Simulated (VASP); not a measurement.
A run of VASP 6.6.1:

Contents of POSCAR:

```
NbSi
1.0
    3.1564400000      0.0000000000      0.0000000000
    0.0000000000      3.1564400000      0.0000000000
    0.0000000000      0.0000000000      3.1564400000
Nb Si
1 1
Direct
    0.0000000000      0.0000000000      0.0000000000
    0.5000000000      0.5000000000      0.5000000000
```

The input INCAR.step1:

```
SYSTEM = NbSi
PREC = Accurate ; ENCUT = 550
ISMEAR = -1 ; SIGMA = 0.05
LREAL = .False. ; LASPH = .True.
NELM = 120 ; GGA = PE
ALGO = Normal ; EDIFF = 1E-5
LWAVE = .True. ; LCHARG = .False.
GGA_COMPAT = .False. ; IBRION = 2
ISIF = 3 ; EDIFFG = -0.005
NELMIN = 4 ; NSW = 100
```

The input INCAR.step2:

```
SYSTEM = NbSi
PREC = Accurate ; ENCUT = 550
EDIFF = 1E-7 ; ISMEAR = -1
SIGMA = 0.05 ; LREAL = .False.
LASPH = .True. ; NELM = 120
ALGO = Normal ; ISIF = 3
LWAVE = .False. ; LCHARG = .False.
METAGGA = R2SCAN ; LMIXTAU = .True.
IBRION = 2 ; NSW = 60
EDIFFG = -0.01 ; PSTRESS = 20.0
ISTART = 1 ; GGA_COMPAT = .False.
NELMIN = 4
```

Contents of KPOINTS:

```
regular mesh
0
Gamma
  8 8 8
  0 0 0
```

Potentials or basis: VASP PAW PBE potentials, release 64 (Nb_sv, Si).

Run with:

```bash
$ cat potpaw_PBE.64/Nb_sv/POTCAR potpaw_PBE.64/Si/POTCAR > POTCAR
$ cp INCAR.step1 INCAR
$ mpirun -np 1 vasp_std > vasp.out
$ cp INCAR.step2 INCAR
$ mpirun -np 1 vasp_std > vasp.out
```

Hardware: 1 thread of Intel(R) Xeon(R) Platinum 8488C (Sapphire Rapids) (shared host).

Task: How long does it take, and how much memory?

Result: It took 82 s on 1 thread of Intel(R) Xeon(R) Platinum 8488C (Sapphire Rapids) (shared host), peak memory 0.16 GiB. Counts: k points 35, ion steps 3.
